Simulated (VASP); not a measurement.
Input of a VASP 6.6.1 run:

Contents of POSCAR:

```
MgO
1.0
    2.9574785625      0.0000000000      0.0000000000
   -1.4787392813      2.5612515663      0.0000000000
    0.0000000000      0.0000000000      2.6974267424
Mg O
1 1
Direct
    0.0000000000      0.0000000000      0.0000000000
    0.3333333333      0.6666666667      0.5000000000
```

Contents of INCAR.step1:

```
SYSTEM = MgO
PREC     = Accurate       ! precision mode
ENCUT    = 520            ! plane-wave cutoff, eV
EDIFF    = 1E-5           ! SCF threshold, eV
ISMEAR   = -1             ! smearing method
SIGMA    = 0.05           ! smearing width, eV
LREAL    = .FALSE.        ! projectors in reciprocal space
LASPH    = .TRUE.         ! aspherical terms in the spheres
NELM     = 60             ! most SCF steps
ALGO     = Normal         ! electronic algorithm
ISIF     = 2              ! what is computed and relaxed
LWAVE    = .TRUE.         ! write WAVECAR
LCHARG   = .FALSE.        ! write CHGCAR
NBANDS   = 11             ! bands
GGA      = PE             ! functional
```

INCAR.step2

```
SYSTEM = MgO
PREC     = Accurate       ! precision mode
ENCUT    = 520            ! plane-wave cutoff, eV
EDIFF    = 1E-7           ! SCF threshold, eV
ISMEAR   = -1             ! smearing method
SIGMA    = 0.05           ! smearing width, eV
LREAL    = .FALSE.        ! projectors in reciprocal space
LASPH    = .TRUE.         ! aspherical terms in the spheres
NELM     = 60             ! most SCF steps
ALGO     = Normal         ! electronic algorithm
ISIF     = 2              ! what is computed and relaxed
LWAVE    = .FALSE.        ! write WAVECAR
LCHARG   = .FALSE.        ! write CHGCAR
GGA      = PE             ! functional
LHFCALC  = .TRUE.         ! exact exchange
HFSCREEN = 0.2079         ! screening, 1/A
PRECFOCK = Normal       
NBANDS   = 11             ! bands
ISTART   = 1
```

KPOINTS

```
regular mesh
0
G
  6 6 6
  0 0 0
```

Potentials or basis: VASP PAW PBE potentials, release 64 (Mg, O).

Launch:

```sh
$ cat potpaw_PBE.64/Mg/POTCAR potpaw_PBE.64/O/POTCAR > POTCAR
$ cp INCAR.step1 INCAR
$ mpirun -np 1 vasp_std > vasp.out
$ cp INCAR.step2 INCAR
$ mpirun -np 1 vasp_std > vasp.out
```

(1) Estimate the pressure.

(2) Predict the band gap on the k mesh.

Results:

(1) -8.5 GPa.

(2) 4.39 eV (least direct gap 4.81 eV).

Caveat: the cell stands under tension; the PAW data sets were made with another functional, which shifts forces and pressure a little.
